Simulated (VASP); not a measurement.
CdI2, 3 atoms in the cell. The structure is trigonal, space group P-3m1 (No. 164). Conventional cell: a = 4.358 Å, b = 4.358 Å, c = 7.867 Å, α = 90.00°, β = 90.00°, γ = 120.00°. Cd (site symmetry -3m) has 6 I at 3.05 Å within 4.0 Å. Within 4.0 Å of I (site symmetry 3m) lie 3 Cd at 3.05 Å. 

```yaml
Program: VASP 6.6.1
Task: relaxation of shape and atoms at fixed volume
Functional: PBE
Potentials_or_basis: VASP PAW PBE potentials, release 64 (Cd, I)
Cutoff: 500 eV
k_mesh: 10 × 10 × 6
Occupations: gaussian, width 0.05 eV
Spin: no spin polarisation
Dipole_correction: no
Further_INCAR_settings: ALGO = Normal; EDIFF = 1e-07; IBRION = 2; EDIFFG = -0.01; NSW = 60; ISIF = 4
```

Potentials or basis: VASP PAW PBE potentials, release 64 (Cd, I).

Run with:

```bash
$ cat potpaw_PBE.64/Cd/POTCAR potpaw_PBE.64/I/POTCAR > POTCAR
$ mpirun -np 1 vasp_std > vasp.out
```

Hardware: 1 thread of Oxide Virtual Turin-like Processor, on a shared host.

**Question.** How long does it take, and how much memory?

**Answer.** It took 11 min on 1 thread of Oxide Virtual Turin-like Processor, with other jobs on the host, peak memory 0.31 GiB. Counts: scf iterations 49, k points 72, ion steps 6.
